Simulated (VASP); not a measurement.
# Al3Si5C5N3 (P1) in VASP: settings compared, part 2 of 3

VASP 6.6.1. Earlier steps stand in the parts before.

### 3 Single point, PBEsol

This run uses another cell than the first one, of 10.46 Å³/atom.

File INCAR:

```
ALGO = Normal
EDIFF = 1E-6
ENCUT = 700
GGA = PS
GGA_COMPAT = F
ISIF = 2
ISMEAR = -1
ISYM = -1
LASPH = T
LCHARG = T
LELF = T
LREAL = Auto
LVHAR = T
LWAVE = F
NBANDS = 246
NELM = 120
PREC = Accurate
SIGMA = 0.05
```

File KPOINTS:

```
explicit points
1
Reciprocal
  0.25000000   0.25000000   0.25000000 1
```

File POSCAR:

```
Al3Si5C5N3
1.0
    9.2865468684      0.0000000000      0.0000000000
    0.0000000000     10.7594484205      0.0000000000
    0.0000000000      0.0000000000     10.0520142001
Si Al N C
30 18 18 30
Direct
    0.1671050000      0.0800360000      0.2492220000
    0.1622360000      0.0875540000      0.7452090000
    0.9984530000      0.3334540000      0.7499080000
    0.3309500000      0.3340460000      0.2499500000
    0.1680290000      0.5858190000      0.2519120000
    0.9977230000      0.8332720000      0.7462640000
    0.8323070000      0.0783570000      0.2425950000
    0.8331390000      0.0844010000      0.7474040000
    0.6691730000      0.3314050000      0.7429970000
    0.3349230000      0.8311780000      0.7450760000
    0.8348400000      0.5839230000      0.2500390000
    0.6653440000      0.8347040000      0.2465160000
    0.6675190000      0.8316890000      0.7424920000
    0.9967570000      0.1675240000      0.4978960000
    0.0001640000      0.1675080000      0.9995740000
    0.3311610000      0.1676850000      0.4968700000
    0.1679460000      0.4197560000      0.0060890000
    0.0009490000      0.6706320000      0.5047500000
    0.6670300000      0.1694450000      0.5013030000
    0.6682560000      0.1633880000      0.9992850000
    0.4977800000      0.4167880000      0.0056350000
    0.3311770000      0.6705470000      0.5052250000
    0.1656100000      0.9180850000      0.5028810000
    0.8340300000      0.4200870000      0.0042640000
    0.6662490000      0.6695130000      0.4968540000
    0.6679560000      0.6582910000      0.0073650000
    0.4976610000      0.9173020000      0.4985860000
    0.5013690000      0.9170960000      0.0012160000
    0.8345580000      0.9172020000      0.4974760000
    0.8346120000      0.9150060000      0.9987480000
    0.9979130000      0.3329680000      0.2491070000
    0.4984120000      0.0836900000      0.2514210000
    0.5004890000      0.0832790000      0.7414440000
    0.3312120000      0.3361990000      0.7489020000
    0.1640900000      0.5795860000      0.7477520000
    0.0039740000      0.8321590000      0.2506500000
    0.6674090000      0.3337740000      0.2492580000
    0.4950870000      0.5855170000      0.2515660000
    0.5030020000      0.5806130000      0.7481550000
    0.3307650000      0.8364890000      0.2494820000
    0.8336840000      0.5821020000      0.7450650000
    0.3314020000      0.1713140000      0.0042400000
    0.1618450000      0.4140960000      0.5005310000
    0.9978060000      0.6608050000      0.0001250000
    0.5025870000      0.4141950000      0.5024090000
    0.3339850000      0.6643790000      0.0014760000
    0.1668850000      0.9208630000      0.9940180000
    0.8322000000      0.4116350000      0.4998700000
    0.9960830000      0.1582490000      0.1819670000
    0.3244380000      0.1605680000      0.6864470000
    0.0005130000      0.6602300000      0.1921130000
    0.6776940000      0.1617670000      0.1754530000
    0.6647030000      0.6785800000      0.6812370000
    0.5031890000      0.9093890000      0.6919500000
    0.1612420000      0.0933000000      0.9277930000
    0.0004220000      0.3206380000      0.4368220000
    0.5061380000      0.0798030000      0.9392470000
    0.3312530000      0.3259370000      0.4352070000
    0.3354210000      0.3417660000      0.9434680000
    0.1676220000      0.5753940000      0.9424960000
    0.9906070000      0.8359660000      0.9315550000
    0.6599850000      0.3255060000      0.9424170000
    0.4995920000      0.5926300000      0.4494590000
    0.5097250000      0.5786340000      0.9441750000
    0.3474500000      0.8414910000      0.9261280000
    0.6632900000      0.8308900000      0.9288050000
    0.9981430000      0.1647960000      0.6868510000
    0.3219640000      0.1720570000      0.1944060000
    0.1705750000      0.4204990000      0.1905270000
    0.1579980000      0.4085080000      0.6919350000
    0.9988400000      0.6764980000      0.6894750000
    0.6737440000      0.1662460000      0.6907050000
    0.4925650000      0.4113550000      0.1845080000
    0.5076290000      0.4105040000      0.6968090000
    0.3228940000      0.6675240000      0.1897760000
    0.3362850000      0.6732220000      0.6918690000
    0.1641070000      0.9267140000      0.1822560000
    0.1689820000      0.9220220000      0.6985410000
    0.8335060000      0.4241080000      0.1839780000
    0.8334140000      0.4082440000      0.6971980000
    0.6741990000      0.6725110000      0.1882070000
    0.5086120000      0.9152270000      0.1778870000
    0.8277040000      0.9168910000      0.1802780000
    0.8291930000      0.9189710000      0.6902570000
    0.1637300000      0.0856800000      0.4401240000
    0.0009530000      0.3310510000      0.9432910000
    0.4987240000      0.0830100000      0.4538080000
    0.1669930000      0.5893370000      0.4382440000
    0.0005690000      0.8364930000      0.4477660000
    0.8319650000      0.0826910000      0.4312800000
    0.8341410000      0.0814670000      0.9374940000
    0.6648630000      0.3236490000      0.4375810000
    0.3334870000      0.8368130000      0.4519080000
    0.8328060000      0.5907320000      0.4380470000
    0.8211080000      0.5799000000      0.9397550000
    0.6640740000      0.8360230000      0.4391520000
```

Potentials or basis: VASP PAW PBE potentials, release 64 (Si, Al, N, C).

On the command line:

```
$ cat potpaw_PBE.64/Si/POTCAR potpaw_PBE.64/Al/POTCAR potpaw_PBE.64/N/POTCAR potpaw_PBE.64/C/POTCAR > POTCAR
$ mpirun -np 1 vasp_std > vasp.out
```

OUTCAR:

```text
EDIFF = 1E-6
   ENCUT = 700
   GGA = PS
   ISIF = 2
   ISMEAR = -1
   ISYM = -1
   LASPH = T
   LREAL = Auto
   NELM = 120
   PREC = Accurate

 ion  position               nearest neighbor table
   1  0.167  0.080  0.249-  77 1.78  68 1.83  85 1.92  49 1.92  40 3.03  42 3.06  16 3.07  36 3.07
                            32 3.08  47 3.08  23 3.09  15 3.10  14 3.10   7 3.11   4 3.13  31 3.14
   2  0.162  0.088  0.745-  50 1.80  67 1.83  55 1.84  78 1.84  23 3.04  14 3.05   3 3.05   8 3.06
                            16 3.07  47 3.08  15 3.09  34 3.10   6 3.13  33 3.14  42 3.17
   3  0.998  0.333  0.750-  70 1.79  80 1.81  67 1.92  86 1.94   2 3.05  43 3.06   9 3.06  35 3.06
                            48 3.07  15 3.08  41 3.08   8 3.09  34 3.09  14 3.10  24 3.12
   4  0.331  0.334  0.250-  68 1.83  73 1.84  69 1.85  58 1.86  17 3.03  42 3.03  21 3.04  16 3.06
                            43 3.09  31 3.09   5 3.10  38 3.11  32 3.11  45 3.12  37 3.12   1 3.13
   5  0.168  0.586  0.252-  75 1.80  51 1.85  88 1.87  69 1.88  38 3.04  17 3.05  36 3.06  46 3.07
                            44 3.09  40 3.09  11 3.09  22 3.10   4 3.10  43 3.11  18 3.11  31 3.15
   6  0.998  0.833  0.746-  71 1.78  61 1.86  84 1.90  78 1.92  18 2.99  23 3.04  29 3.06  13 3.07
                            30 3.08  47 3.09  41 3.10   8 3.10  10 3.13   2 3.13  35 3.14  44 3.16
   7  0.832  0.078  0.243-  52 1.82  83 1.85  49 1.85  90 1.90  30 3.02  20 3.02  12 3.05  15 3.05
                            36 3.09  29 3.09  32 3.10   1 3.11  14 3.14  31 3.14  37 3.15
   8  0.833  0.084  0.747-  72 1.81  67 1.86  84 1.87  91 1.91  19 3.06   2 3.06   9 3.06  14 3.07
                            20 3.08   3 3.09  33 3.09  29 3.09  15 3.10   6 3.10  30 3.12  13 3.12
   9  0.669  0.331  0.743-  74 1.79  80 1.79  72 1.85  62 2.01  19 2.99  48 3.00  45 3.01   3 3.06
[... 19 lines left out ...]
  19  0.667  0.169  0.501-  92 1.78  87 1.88  72 1.91  90 1.93   9 2.99  33 3.01  48 3.02  45 3.04
                             8 3.06  14 3.06  37 3.09  32 3.10  16 3.12  29 3.13  27 3.14
  20  0.668  0.163  0.999-  52 1.77  62 1.84  57 1.85  91 1.88   7 3.02  28 3.07   8 3.08  15 3.08
                            30 3.09  32 3.11  37 3.11  42 3.13  33 3.14   9 3.15
  21  0.498  0.417  0.006-  73 1.80  59 1.82  64 1.85  62 1.91   4 3.04  26 3.04  37 3.05  42 3.06
                            17 3.06  38 3.07  46 3.07  24 3.12  34 3.13  39 3.13
  22  0.331  0.671  0.505-  63 1.86  93 1.87  76 1.88  88 1.88  10 2.97  35 3.05  18 3.07  27 3.07
                            39 3.07  23 3.08   5 3.10  38 3.11  25 3.11  40 3.13  43 3.18  45 3.18
[... 381 lines left out ...]

 number of electron     384.0000004 magnetization

 Free energy of the ion-electron system (eV)
  ---------------------------------------------------
  ext. energy  EPLUGINS =         0.00000000
  ---------------------------------------------------
  free energy    TOTEN  =      -742.96955968 eV

  energy without entropy =     -742.96955968  energy(sigma->0) =     -742.96955968

 E-fermi :   9.1380     XC(G=0): -11.3241

 val. band max:        7.9204353550   @ k =   0.2500   0.2500   0.2500
 cond. band min:      10.4066754677   @ k =   0.2500   0.2500   0.2500
 fundamental gap:      2.4862401127
 Fermi energy:         9.1380332525

 k-point     1 :       0.2500    0.2500    0.2500
  band No.  band energies     occupation
      1      -9.8493      2.00000
      2      -9.3086      2.00000
      3      -9.0949      2.00000
      4      -8.7716      2.00000
      5      -8.6914      2.00000
      6      -8.5286      2.00000
[... 196 lines left out ...]
    203      11.4806      0.00000
    204      11.5668      0.00000
 [bands above 204 left out]

------------------------ aborting loop because EDIFF is reached ----------------------------------------

  FORCE on cell =-STRESS in cart. coord.  units (eV):
  Direction    XX          YY          ZZ          XY          YZ          ZX
  --------------------------------------------------------------------------------------
  -------------------------------------------------------------------------------------
  Total        0.4162635      0.5290351      0.4757286      0.8692925     -0.5095241     -1.3352747
  in kB        0.6640206      0.8439130      0.7588789      1.3866892     -0.8127893     -2.1300208
  external PRESSURE =       0.7556042 kB  Pullay stress =       0.0000000 kB

 VOLUME and BASIS-vectors are now :
 -----------------------------------------------------------------------------
  energy-cutoff  :      700.00
  volume of cell :     1004.38
      direct lattice vectors                 reciprocal lattice vectors
     9.286546868  0.000000000  0.000000000     0.107682653  0.000000000  0.000000000
     0.000000000 10.759448421  0.000000000     0.000000000  0.092941567  0.000000000
     0.000000000  0.000000000 10.052014200     0.000000000  0.000000000  0.099482549

 POSITION                                       TOTAL-FORCE (eV/Angst)
 -----------------------------------------------------------------------------------
      1.55183      0.86114      2.50518        -0.006566      0.013571      0.005051
      1.50661      0.94203      7.49085         0.003609      0.013701      0.010239
      9.27218      3.58778      7.53809        -0.004305      0.005147      0.000604
      3.07338      3.59415      2.51250         0.003380     -0.010424      0.003196
      1.56041      6.30309      2.53222        -0.001520     -0.004429     -0.000811
      9.26540      8.96555      7.50146         0.009773      0.010276     -0.006363
[... 88 lines left out ...]
      7.62526      6.23940      9.44643         0.010735      0.000123     -0.030742
      6.16695      8.99515      4.41436         0.001993      0.007191     -0.008425
 -----------------------------------------------------------------------------------
    total drift:                                0.000242     -0.019858     -0.004494

  FREE ENERGIE OF THE ION-ELECTRON SYSTEM (eV)
  ---------------------------------------------------
  free  energy   TOTEN  =      -742.9695596785 eV

  energy  without entropy=     -742.9695596784  energy(sigma->0) =     -742.96955968
```

Run time: 11 min. Hardware: 1 thread of Intel Xeon 6975P-C (Granite Rapids), shared host; peak memory 1.4 GiB.

What came out:

* Free energy: -742.9696 eV
* Pressure: 0.1 GPa
* Largest force: 0.050 eV/Å
* Band gap on the k mesh: 2.49 eV

Forces on the atoms (eV/Å):
```
Si  -0.007  0.014  0.005
Si   0.004  0.014  0.010
Si  -0.004  0.005  0.001
Si   0.003 -0.010  0.003
Si  -0.002 -0.004 -0.001
Si   0.010  0.010 -0.006
Si   0.004  0.004  0.010
Si   0.002  0.001  0.001
Si   0.003 -0.011  0.001
Si  -0.006  0.020  0.005
Si  -0.007 -0.003  0.003
Si  -0.003  0.010 -0.002
Si   0.002  0.003  0.001
Si  -0.007 -0.012  0.011
Si   0.003 -0.024  0.001
Si   0.007 -0.004  0.009
Si   0.006 -0.021 -0.014
Si   0.001  0.001  0.005
Si   0.002 -0.002  0.007
Si  -0.010 -0.008 -0.013
Si   0.007  0.001 -0.020
Si   0.000 -0.002  0.009
Si   0.001 -0.001  0.003
Si  -0.003 -0.002 -0.014
Si   0.001  0.013  0.010
Si  -0.002  0.014 -0.004
Si   0.007 -0.004  0.012
Si  -0.003 -0.007 -0.020
Si  -0.006  0.002  0.005
Si  -0.012  0.004 -0.004
Al  -0.010 -0.022 -0.003
Al   0.008  0.008  0.000
Al  -0.011 -0.006  0.010
Al   0.008 -0.010  0.008
Al   0.004 -0.002  0.009
Al  -0.003 -0.002  0.000
Al   0.005 -0.020  0.004
Al   0.012 -0.011  0.005
Al   0.016  0.007  0.012
Al   0.005  0.012  0.004
Al  -0.015 -0.005  0.001
Al   0.000 -0.007 -0.021
Al  -0.001 -0.007 -0.003
Al   0.008  0.012 -0.002
Al  -0.009  0.007  0.004
Al   0.003  0.005 -0.023
Al   0.005  0.002 -0.022
Al   0.012 -0.002  0.002
N    0.006  0.020  0.017
N    0.018  0.013  0.005
N    0.007  0.010  0.000
N   -0.017  0.022  0.041
N   -0.002 -0.042  0.000
N   -0.009  0.017 -0.009
N    0.016 -0.011  0.004
N    0.001  0.029 -0.004
N   -0.017  0.010 -0.010
N   -0.001  0.030 -0.001
N   -0.011 -0.015 -0.024
N    0.003  0.024 -0.009
N    0.025 -0.016  0.008
N    0.007  0.017 -0.017
N   -0.011 -0.017 -0.018
N   -0.016  0.017 -0.020
N   -0.023 -0.013  0.012
N   -0.001 -0.007  0.004
C   -0.006  0.011  0.000
C    0.011  0.002  0.003
C   -0.011 -0.001  0.024
C    0.012  0.011 -0.008
C   -0.004 -0.022 -0.004
C   -0.007 -0.003 -0.003
C    0.012  0.012  0.036
C   -0.013  0.002  0.000
C    0.006  0.018  0.004
C   -0.001 -0.023  0.004
C   -0.002 -0.018  0.003
C    0.001 -0.002 -0.002
C    0.002 -0.016  0.023
C   -0.001  0.011 -0.005
C   -0.013 -0.004  0.020
C   -0.021 -0.007  0.031
C    0.006 -0.014  0.019
C    0.004  0.005 -0.001
C   -0.011 -0.004 -0.007
C   -0.001  0.013 -0.013
C    0.009  0.000 -0.014
C   -0.001 -0.020 -0.003
C    0.001 -0.006 -0.013
C   -0.006  0.002  0.009
C    0.005 -0.002 -0.015
C   -0.003  0.014 -0.009
C    0.001 -0.006 -0.018
C    0.012 -0.011 -0.001
C    0.011  0.000 -0.031
C    0.002  0.007 -0.008
```

Caveat: the PAW data sets were made with another functional, which shifts forces and pressure a little; a shifted mesh leaves out Γ, where band edges can lie.

### 4 Single point, HSE06

This run uses another cell than the first one, of 10.46 Å³/atom.

Edit POSCAR of step 3 so:

```diff
@@ -2,5 +2,5 @@
 1.0
-    9.2865468684      0.0000000000      0.0000000000
-    0.0000000000     10.7594484205      0.0000000000
-    0.0000000000      0.0000000000     10.0520142001
+    9.2865470000      0.0000000000      0.0000000000
+    0.0000000000     10.7594480000      0.0000000000
+    0.0000000000      0.0000000000     10.0520140000
 Si Al N C
```

File INCAR.step1:

```
PREC = Accurate
ENCUT = 520
EDIFF = 1E-5
ISMEAR = -1
SIGMA = 0.05
LREAL = Auto
LASPH = T
NELM = 120
ALGO = Normal
ISIF = 2
LWAVE = T
LCHARG = F
NBANDS = 246
GGA = PE
GGA_COMPAT = F
NCORE = 4
```

File INCAR.step2:

```
PREC = Accurate
ENCUT = 520
EDIFF = 1E-6
ISMEAR = -1
SIGMA = 0.05
LREAL = Auto
LASPH = T
NELM = 120
ALGO = Normal
ISIF = 2
LWAVE = F
LCHARG = F
GGA = PE
LHFCALC = T
HFSCREEN = 0.2079
PRECFOCK = Fast
NBANDS = 246
ISTART = 1
GGA_COMPAT = F
NCORE = 4
```

File KPOINTS:

```
Automatic mesh
0
Gamma
  1 1 1
```

On the command line:

```
$ cat potpaw_PBE.64/Si/POTCAR potpaw_PBE.64/Al/POTCAR potpaw_PBE.64/N/POTCAR potpaw_PBE.64/C/POTCAR > POTCAR
$ cp INCAR.step1 INCAR
$ mpirun -np 4 vasp_gam > vasp.out
$ cp INCAR.step2 INCAR
$ mpirun -np 4 vasp_gam > vasp.out
```

Run time: 10 min. Hardware: 4 MPI ranks of Intel Xeon Platinum 8259CL at 2.50GHz (Skylake/Cascade Lake), shared host; peak memory 0.49 GiB.

It converged, with:

```
Free energy            : -817.0762 eV
Pressure               : -1.9 GPa
Largest force          : 0.283 eV/Å
Band gap on the k mesh : 3.28 eV
```

Forces on the atoms (eV/Å):
```
Si   0.024 -0.054 -0.114
Si   0.062  0.044  0.002
Si  -0.002  0.164 -0.141
Si   0.032  0.035 -0.064
Si   0.041  0.123 -0.049
Si  -0.019 -0.063 -0.016
Si   0.009  0.073 -0.069
Si   0.002  0.059 -0.070
Si   0.037  0.118 -0.157
Si   0.085  0.003  0.020
Si   0.096  0.032 -0.050
Si   0.012  0.055 -0.137
Si  -0.063  0.008 -0.069
Si   0.027  0.042 -0.129
Si   0.012 -0.040 -0.027
Si   0.024 -0.056 -0.050
Si   0.065  0.035 -0.123
Si  -0.007  0.003 -0.049
Si  -0.050  0.070 -0.106
Si  -0.006  0.028  0.040
Si  -0.083 -0.056 -0.029
Si   0.063 -0.018 -0.077
Si   0.024 -0.146 -0.088
Si   0.018  0.061  0.034
Si  -0.090 -0.064 -0.033
Si   0.044 -0.149 -0.073
Si  -0.084 -0.076 -0.080
Si  -0.009 -0.020 -0.057
Si   0.041 -0.080 -0.079
Si   0.049 -0.040 -0.061
Al  -0.011  0.090 -0.018
Al  -0.028  0.011 -0.071
Al   0.016  0.070 -0.058
Al  -0.023  0.161 -0.090
Al  -0.039  0.042 -0.020
Al   0.010  0.084 -0.045
Al   0.004  0.086  0.011
Al  -0.073  0.066 -0.074
Al   0.002  0.020 -0.050
Al  -0.020  0.014 -0.095
Al   0.041  0.025  0.028
Al  -0.049  0.005 -0.014
Al  -0.029 -0.047  0.001
Al  -0.021 -0.087 -0.045
Al   0.068 -0.088 -0.017
Al  -0.029 -0.110  0.045
Al  -0.034  0.010  0.013
Al  -0.038 -0.097 -0.028
N   -0.069 -0.115 -0.065
N   -0.028 -0.170  0.022
N   -0.049 -0.192  0.091
N    0.052 -0.092 -0.116
N   -0.043  0.099 -0.029
N    0.004 -0.169  0.047
N   -0.038  0.094 -0.021
N    0.015 -0.103  0.044
N    0.048 -0.014  0.121
N   -0.019 -0.047 -0.003
N    0.034  0.156  0.106
N    0.011 -0.011  0.112
N   -0.057  0.146  0.017
N   -0.021 -0.017  0.115
N    0.056  0.217  0.123
N    0.018  0.043  0.145
N    0.038  0.148 -0.021
N    0.017  0.086  0.006
C    0.008 -0.088  0.094
C    0.000 -0.071  0.042
C    0.044 -0.101  0.043
C   -0.010 -0.188  0.116
C   -0.031  0.070  0.013
C   -0.022 -0.062  0.083
C   -0.037 -0.207 -0.019
C    0.050 -0.169  0.120
C   -0.031 -0.111  0.041
C    0.068  0.033  0.050
C    0.008  0.078  0.079
C    0.004 -0.052  0.067
C    0.028 -0.038 -0.038
C   -0.048 -0.246  0.131
C    0.027 -0.016 -0.055
C    0.031 -0.134 -0.045
C   -0.038 -0.022  0.013
C   -0.027 -0.087  0.080
C    0.023  0.127  0.069
C    0.005  0.053  0.095
C   -0.049  0.091  0.148
C    0.026  0.122  0.010
C   -0.041  0.110  0.118
C    0.033  0.035  0.025
C   -0.037  0.042  0.058
C   -0.009 -0.021  0.043
C    0.057  0.147  0.168
C   -0.067  0.183  0.005
C   -0.038  0.060  0.134
C    0.002  0.060  0.049
```

Stress tensor (GPa, compression positive):
```
-0.60 -0.04 -0.24
-0.04 -2.95 -0.09
-0.24 -0.09 -2.20
```

Levels at points of the mesh, in eV from the valence-band top:
| k point | band 189 | band 190 | band 191 | band 192 | band 193 | band 194 | band 195 | band 196 |
| --- | --- | --- | --- | --- | --- | --- | --- | --- |
| (0.00, 0.00, 0.00) | -0.21 | -0.16 | -0.14 | 0.00 | 3.28 | 3.47 | 3.50 | 3.86 |

Caveat: the k points lie up to 0.68 Å⁻¹ apart; the PAW data sets were made with another functional, which shifts forces and pressure a little. A k mesh can miss the band edges.

[end of part 2 of 3]
